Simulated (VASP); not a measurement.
# SiO2 (Imma) in VASP: single point with PBEsol

Aim: the single point of SiO2 with PBEsol.

All numbers are computed with VASP 6.6.1; they aren't measurements. Logs are shortened: lines on timing, memory, paths and dates and some standing lists are left out, and cuts for length are marked.

## Step 1: The cell of the first run

Symmetry: Imma, No. 74, orthorhombic system. Conventional cell: a = 5.264 Å, b = 9.577 Å, c = 8.919 Å, α = 90.00°, β = 90.00°, γ = 90.00°. Within 2.1 Å of Si (site symmetry m) lie 4 O at 1.60 to 1.62 Å. O (site symmetry mm2) has 2 Si at 1.62 Å within 2.2 Å. Within 2.2 Å of O (site symmetry 2) lie 2 Si at 1.62 Å. O (site symmetry 2/m) has 2 Si at 1.60 Å within 2.1 Å.

## Step 2: Single point, PBEsol

INCAR reads:

```
PREC = Accurate ; ENCUT = 520
EDIFF = 1E-7 ; ISMEAR = 0
SIGMA = 0.02 ; LREAL = F
LASPH = T ; NELM = 100
ALGO = Normal ; ISIF = 2
LWAVE = F ; LCHARG = T
GGA = PS ; LELF = T
LVHAR = T ; NBANDS = 44
```

KPOINTS reads:

```
regular mesh
0
Gamma
  6 6 6
```

POSCAR reads:

```
SiO2
1.0
   -2.6319089795      4.7886296563      4.4592606728
    2.6319089795     -4.7886296563      4.4592606728
    2.6319089795      4.7886296563     -4.4592606728
Si O
4 8
Direct
    0.9291426831      0.8446581875      0.0844844956
    0.7398263081      0.1553418125      0.5844844956
    0.0708573169      0.1553418125      0.9155155044
    0.2601736919      0.8446581875      0.4155155044
    0.1309865434      0.8809865434      0.2500000000
    0.8690134566      0.1190134566      0.7500000000
    0.7917618860      0.5000000000      0.7917618860
    0.2082381140      0.0000000000      0.7082381140
    0.2082381140      0.5000000000      0.2082381140
    0.7917618860      0.0000000000      0.2917618860
    0.0000000000      0.0000000000      0.0000000000
    0.5000000000      0.0000000000      0.5000000000
```

Potentials or basis: VASP PAW PBE potentials, release 64 (Si, O).

Run with:

```
$ cat potpaw_PBE.64/Si/POTCAR potpaw_PBE.64/O/POTCAR > POTCAR
$ mpirun -np 1 vasp_std > vasp.out
```

OUTCAR:

```text
PREC = Accurate
   ENCUT = 520
   EDIFF = 1E-7
   ISMEAR = 0
   LREAL = F
   LASPH = T
   NELM = 100
   ISIF = 2
   GGA = PS

 ion  position               nearest neighbor table
   1  0.929  0.845  0.084-  11 1.60  10 1.62   7 1.62   5 1.62   2 3.13   2 3.13
   2  0.740  0.155  0.584-  12 1.60  10 1.62   7 1.62   6 1.62   1 3.13   1 3.13
   3  0.071  0.155  0.916-  11 1.60   8 1.62   9 1.62   6 1.62   4 3.13   4 3.13
   4  0.260  0.845  0.416-  12 1.60   8 1.62   9 1.62   5 1.62   3 3.13   3 3.13
   5  0.131  0.881  0.250-   4 1.62   1 1.62
   6  0.869  0.119  0.750-   2 1.62   3 1.62
   7  0.792  0.500  0.792-   1 1.62   2 1.62
   8  0.208  0.000  0.708-   3 1.62   4 1.62
   9  0.208  0.500  0.208-   3 1.62   4 1.62
  10  0.792  0.000  0.292-   1 1.62   2 1.62
  11  0.000  0.000  0.000-   1 1.60   3 1.60
  12  0.500  0.000  0.500-   2 1.60   4 1.60

  LATTYP: Found a body centered orthorhombic cell.
 ALAT       =     5.2638179590
 B/A-ratio  =     1.6943065689
 C/A-ratio  =     1.8194510880

  Lattice vectors:

 A1 = (   2.6319089795,  -4.7886296563,  -4.4592606728)
 A2 = (  -2.6319089795,  -4.7886296563,   4.4592606728)
 A3 = (  -2.6319089795,   4.7886296563,  -4.4592606728)

Analysis of symmetry for initial positions (statically):
=====================================================================
 Subroutine PRICEL returns:
 Original cell was already a primitive cell.

 Routine SETGRP: Setting up the symmetry group for a
 body centered orthorhombic supercell.

 Subroutine GETGRP returns: Found  8 space group operations
 (whereof  4 operations were pure point group operations)
 out of a pool of  8 trial point group operations.

The static configuration has the point symmetry C_2h.
 The point group associated with its full space group is D_2h.

Analysis of symmetry for dynamics (positions and initial velocities):
=====================================================================
 Subroutine PRICEL returns:
 Original cell was already a primitive cell.

 Routine SETGRP: Setting up the symmetry group for a
 body centered orthorhombic supercell.

 Subroutine GETGRP returns: Found  8 space group operations
 (whereof  4 operations were pure point group operations)
 out of a pool of  8 trial point group operations.

The dynamic configuration has the point symmetry C_2h.
 The point group associated with its full space group is D_2h.

 Subroutine INISYM returns: Found  8 space group operations
 (whereof  4 operations are pure point group operations),
 and found     1 'primitive' translations

----------------------------------------------------------------------------------------

                                     Primitive cell

  volume of cell :     224.8045

  direct lattice vectors                    reciprocal lattice vectors
    -2.631908979  4.788629656  4.459260673     0.000000000  0.104414005  0.112126210
     2.631908979 -4.788629656  4.459260673     0.189976175  0.000000000  0.112126210
     2.631908979  4.788629656 -4.459260673     0.189976175  0.104414005  0.000000000

  length of vectors
     7.052866411  7.052866411  7.052866411     0.153214136  0.220597448  0.216779223

  position of ions in fractional coordinates (direct lattice)
     0.929142683  0.844658188  0.084484496
     0.739826308  0.155341812  0.584484496
     0.070857317  0.155341812  0.915515504
     0.260173692  0.844658188  0.415515504
     0.130986543  0.880986543  0.250000000
     0.869013457  0.119013457  0.750000000
     0.791761886  0.500000000  0.791761886
     0.208238114  0.000000000  0.708238114
     0.208238114  0.500000000  0.208238114
     0.791761886  0.000000000  0.291761886
     0.000000000  0.000000000  0.000000000
     0.500000000  0.000000000  0.500000000

  ion indices of the primitive-cell ions
   primitive index   ion index
                 1           1
                 2           2
                 3           3
                 4           4
                 5           5
                 6           6
                 7           7
                 8           8
                 9           9
                10          10
                11          11
                12          12

----------------------------------------------------------------------------------------

 KPOINTS: regular mesh

Automatic generation of k-mesh.
 Grid dimensions read from file:
 generate k-points for:    6    6    6

 Generating k-lattice:

  Cartesian coordinates                     Fractional coordinates (reciprocal lattice)
     0.000000000  0.017402334  0.018687702     0.166666667  0.000000000  0.000000000
     0.031662696  0.000000000  0.018687702     0.000000000  0.166666667  0.000000000
     0.031662696  0.017402334  0.000000000     0.000000000  0.000000000  0.166666667

  Length of vectors
     0.025535689  0.036766241  0.036129870

  Shift w.r.t. Gamma in fractional coordinates (k-lattice)
     0.000000000  0.000000000  0.000000000

 Subroutine IBZKPT returns following result:
 ===========================================

 Found     46 irreducible k-points:

 Following reciprocal coordinates:
            Coordinates               Weight
  0.000000  0.000000  0.000000      1.000000
  0.166667  0.000000 -0.000000      4.000000
  0.333333  0.000000  0.000000      4.000000
  0.500000  0.000000 -0.000000      2.000000
  0.000000  0.166667  0.000000      4.000000
  0.166667  0.166667 -0.000000      8.000000
[... 16 lines left out ...]
 -0.166667  0.166667  0.166667      2.000000
  0.166667  0.333333  0.166667      4.000000
 [... further k-points ...]
   k-points           NKPTS =     46   k-points in BZ     NKDIM =     46   number of bands    NBANDS=     44
   number of dos      NEDOS =    301   number of ions     NIONS =     12
   total plane-waves  NPLWV = 157464
   dimension x,y,z NGX =    54 NGY =   54 NGZ =   54
   dimension x,y,z NGXF=   108 NGYF=  108 NGZF=  108
   ions per type =               4   8
   NGX,Y,Z   is equivalent  to a cutoff of  12.73, 12.73, 12.73 a.u.
   NGXF,Y,Z  is equivalent  to a cutoff of  25.46, 25.46, 25.46 a.u.
 SYSTEM =  unknown system
   PREC   = accura    normal or accurate (medium, high low for compatibility)
   ISTART =      0    job   : 0-new  1-cont  2-samecut
   ICHARG =      2    charge: 1-file 2-atom 10-const
   ISPIN  =      1    spin polarized calculation?
   LNONCOLLINEAR =      F non collinear calculations
   LSORBIT =      F    spin-orbit coupling
   LASPH  =      T    aspherical Exc in radial PAW
   ENCUT  =  520.0 eV  38.22 Ry    6.18 a.u.  13.11 13.11 13.11*2*pi/ulx,y,z
   NELM   =    100;   NELMIN=  2; NELMDL= -5     # of ELM steps
   EDIFF  = 0.1E-06   stopping-criterion for ELM
   LREAL  =      F    real-space projection
   EDIFFG = 0.1E-05   stopping-criterion for IOM
   NSW    =      0    number of steps for IOM
   IBRION =     -1    ionic relax: 0-MD 1-quasi-New 2-CG
   NFREE  =      0    steps in history (QN), initial steepest desc. (CG)
   ISIF   =      2    stress and relaxation
   ISYM   =      2    0-nonsym 1-usesym 2-fastsym
   POTIM  = 0.5000    time-step for ionic-motion
   TEBEG  =    0.0;   TEEND  =   0.0 temperature during run
   PSTRESS=    0.0 pullay stress
   NELECT =      64.0000    total number of electrons
   NUPDOWN=      -1.0000    fix difference up-down
   EMIN   =  10.00;   EMAX   =-10.00  energy-range for DOS
   EFERMI =   0.00;   METHOD = LEGACY
   ISMEAR =     0;   SIGMA  =   0.02  broadening in eV -4-tet -1-fermi 0-gaus
   EFERMI_NEDOS =   21; number of points for ismear=-14 and -15
   IALGO  =     38    algorithm
   IMIX   =      4    mixing-type and parameters
     AMIX     =   0.40;   BMIX     =  1.00
     AMIX_MAG =   1.60;   BMIX_MAG =  1.00
  volume/ion in A,a.u.               =      18.73       126.42
  Fermi-wavevector in a.u.,A,eV,Ry     =   1.076961  2.035161 15.780639  1.159844
  Thomas-Fermi vector in A             =   2.212859
   LORBIT       =      0    0 simple, 1 ext, 2 COOP (PROOUT), +10 PAW based schemes
   GGA     = PS    functional components
   LHFCALC =     F    Hartree Fock is set to
   AEXX    =    0.0000 exact exchange contribution
   IVDW    =     0    specifies the selected vdW correction
   LEPSILON=     F    determine dielectric tensor
   LRPA    =     F    only Hartree local field effects (RPA)
 non-spin polarized calculation
 Gauss-broadening in eV      SIGMA  =   0.02
  energy-cutoff  :      520.00
  volume of cell :      224.80
 maximum number of plane-waves:      6078
 NGX is ok and might be reduce to    54
   NGX = 27   NGY = 27   NGZ = 27

 number of electron      64.0000007 magnetization

 Free energy of the ion-electron system (eV)
  ---------------------------------------------------
  ext. energy  EPLUGINS =         0.00000000
  ---------------------------------------------------
  free energy    TOTEN  =       -98.61941074 eV

  energy without entropy =      -98.61941074  energy(sigma->0) =      -98.61941074

 E-fermi :  -1.4651     XC(G=0):  -6.9952

 val. band max:       -1.5990816361   @ k =   0.0000   0.0000   0.0000
 cond. band min:       3.8974544729   @ k =   0.0000   0.0000   0.0000
 fundamental gap:      5.4965361091
 Fermi energy:        -1.4651232707

 k-point     1 :       0.0000    0.0000    0.0000
  band No.  band energies     occupation
      1     -21.0128      2.00000
      2     -20.1049      2.00000
      3     -19.6027      2.00000
      4     -19.5815      2.00000
      5     -19.0147      2.00000
      6     -18.9657      2.00000
[... 36 lines left out ...]
     43       8.6530      0.00000
     44       8.9591      0.00000

 k-point     2 :       0.1667    0.0000   -0.0000
  band No.  band energies     occupation
      1     -20.9835      2.00000
      2     -20.1854      2.00000
      3     -19.6966      2.00000
      4     -19.4327      2.00000
      5     -19.0099      2.00000
      6     -18.9674      2.00000
[... 1026 lines left out ...]
 k-point    24 :       0.1667    0.3333    0.1667
  band No.  band energies     occupation
      1     -20.5360      2.00000
      2     -20.3757      2.00000
      3     -19.8813      2.00000
      4     -19.6735      2.00000
      5     -18.9762      2.00000
      6     -18.9711      2.00000
[... 36 lines left out ...]
     43       9.2967      0.00000
     44       9.4765      0.00000

 [... further k-points ...]
[... 5 lines left out ...]
  --------------------------------------------------------------------------------------
  -------------------------------------------------------------------------------------
  Total        0.6103829      0.4973782      0.5322790      0.0000000      0.0000000      0.0000000
  in kB        4.3501877      3.5448052      3.7935424      0.0000000      0.0000000      0.0000000
  external PRESSURE =       3.8961784 kB  Pullay stress =       0.0000000 kB

 VOLUME and BASIS-vectors are now :
 -----------------------------------------------------------------------------
  energy-cutoff  :      520.00
  volume of cell :      224.80
      direct lattice vectors                 reciprocal lattice vectors
    -2.631908979  4.788629656  4.459260673     0.000000000  0.104414005  0.112126210
     2.631908979 -4.788629656  4.459260673     0.189976175  0.000000000  0.112126210
     2.631908979  4.788629656 -4.459260673     0.189976175  0.104414005  0.000000000

 POSITION                                       TOTAL-FORCE (eV/Angst)
 -----------------------------------------------------------------------------------
      0.00000      0.80913      7.53310        -0.000000     -0.041937      0.029281
      0.00000      5.59776      1.38542         0.000000     -0.041937     -0.029281
      2.63191      3.97950     -3.07384         0.000000      0.041937     -0.029281
      2.63191     -0.80913      3.07384         0.000000      0.041937      0.029281
      2.63191     -2.39431      3.39784        -0.000000     -0.000000      0.000441
     -0.00000      7.18294      1.06142        -0.000000     -0.000000     -0.000441
      1.31595      5.18859      2.22963        -0.000000     -0.006074     -0.000000
      1.31595      4.38867     -2.22963        -0.000000      0.006074     -0.000000
      1.31595     -0.39996      2.22963        -0.000000      0.006074     -0.000000
     -1.31595      5.18859      2.22963        -0.000000     -0.006074     -0.000000
      0.00000      0.00000      0.00000        -0.000000     -0.000000     -0.000000
      0.00000      4.78863      0.00000        -0.000000     -0.000000     -0.000000
 -----------------------------------------------------------------------------------
    total drift:                                0.000000      0.000000     -0.000000

  FREE ENERGIE OF THE ION-ELECTRON SYSTEM (eV)
  ---------------------------------------------------
  free  energy   TOTEN  =       -98.6194107396 eV

  energy  without entropy=      -98.6194107396  energy(sigma->0) =      -98.61941074
```

Run time: 22 min. Hardware: 1 thread of Oxide Virtual Turin-like, shared host; peak memory 0.55 GiB.

Results:

```
Free energy            : -98.6194 eV
Pressure               : 0.4 GPa
Largest force          : 0.051 eV/Å
Band gap on the k mesh : 5.50 eV, direct
```

Forces on the atoms (eV/Å):
```
Si   0.000 -0.042  0.029
Si   0.000 -0.042 -0.029
Si   0.000  0.042 -0.029
Si   0.000  0.042  0.029
O    0.000  0.000  0.000
O    0.000  0.000  0.000
O    0.000 -0.006  0.000
O    0.000  0.006  0.000
O    0.000  0.006  0.000
O    0.000 -0.006  0.000
O    0.000  0.000  0.000
O    0.000  0.000  0.000
```

Caveat: the PAW data sets were made with another functional, which shifts forces and pressure a little.
